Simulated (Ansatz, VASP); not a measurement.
MgBPS4 in VASP and in Ansatz

```
Mg B P S
1.0
     0.00000    4.04049    4.04049
     4.04049    0.00000    4.04049
     4.04049    4.04049    0.00000
Mg B P S
1 1 1 4
Direct
  0.75000 0.75000 0.75000
  0.25000 0.25000 0.25000
  0.50000 0.50000 0.50000
  0.36738 0.89786 0.36738
  0.36738 0.36738 0.36738
  0.89786 0.36738 0.36738
  0.36738 0.36738 0.89786
```

Alike in both runs: task relaxation of cell and atoms; functional PBE; k mesh 4 × 4 × 4; occupations gaussian, width 0.1 eV; no spin polarisation.

|  | VASP | Ansatz |
| --- | --- | --- |
| version | VASP 6.6.1 | Ansatz 0.2.0 |
| potentials or method | VASP PAW PBE potentials, release 64 (Mg, B, P, S), cutoff 600 eV | scalar-relativistic, plane waves, PAW |
| valence electrons in the cell | 34 | 42 |

|  | VASP | Ansatz | Ansatz less VASP |
| --- | --- | --- | --- |
| gap on the k mesh at the Fermi level, each at its own relaxed structure (eV) | none | none | - |
| relaxed volume (Å³/atom) | 28.90 | 28.82 | -0.078 |
| relaxed length of the cell vector where the two differ most in proportion (Å) | 6.589 | 6.583 | -0.0059 |

A gap of «none» marks a metal or a gap that the smearing closes. VASP's potentials hold 34 valence electrons a cell and Ansatz's 42, so a difference there can come from the potentials and not from the codes.

Noted on VASP's run: the volume moved by over 15 % at a fixed basis, so the end points are rough.
